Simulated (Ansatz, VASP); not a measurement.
One calculation of YPbF3, two programs

```xyz
10
Lattice="6.5840 0.0000 0.0000 -3.2920 5.7019 0.0000 0.0000 0.0000 5.5306" Properties=species:S:1:pos:R:3 pbc="T T T"
Y     0.0000    3.8013    4.1479
Y     3.2920    1.9006    1.3826
Pb    0.0000    0.0000    0.0000
Pb    0.0000    0.0000    2.7653
F     3.2920    3.8013    4.1479
F     1.6460    0.9503    4.1479
F     4.9380    0.9503    4.1479
F     0.0000    1.9006    1.3826
F     1.6460    4.7516    1.3826
F    -1.6460    4.7516    1.3826
```

Alike in both runs: task single point; functional PBE; k mesh 3 × 3 × 4; occupations gaussian, width 0.1 eV; no spin polarisation.

```csv
,VASP,Ansatz
version,VASP 6.6.1,Ansatz 0.2.0
potentials or method,"VASP PAW PBE potentials, release 64 (Y_sv, Pb_d, F), cutoff 520 eV","scalar-relativistic, plane waves, PAW"
valence electrons in the cell,92,92
```

Ansatz gave:

| Quantity | Value |
| --- | --- |
| gap on the k mesh at the Fermi level (eV) | none |
| pressure (GPa) | 7.3 |
| traceless stress, the component that is largest in VASP (GPa) | 6.16 |
| rms of the force components (eV/Å) | 0.966 |

Problem. Which values does VASP return?

Solution. gap on the k mesh at the Fermi level (eV): none; pressure (GPa): 7.1; traceless stress, the component that is largest in VASP (GPa): 6.12; rms of the force components (eV/Å): 0.980.

Atom by atom the forces differ by 0.014 eV/Å (rms over components). A gap of «none» marks a metal or a gap that the smearing closes. With one functional, cell and mesh, what is left measures potentials, basis and numerics.

The k mesh is coarse, so the values compare programs but aren't converged. Spin-orbit coupling is off throughout.
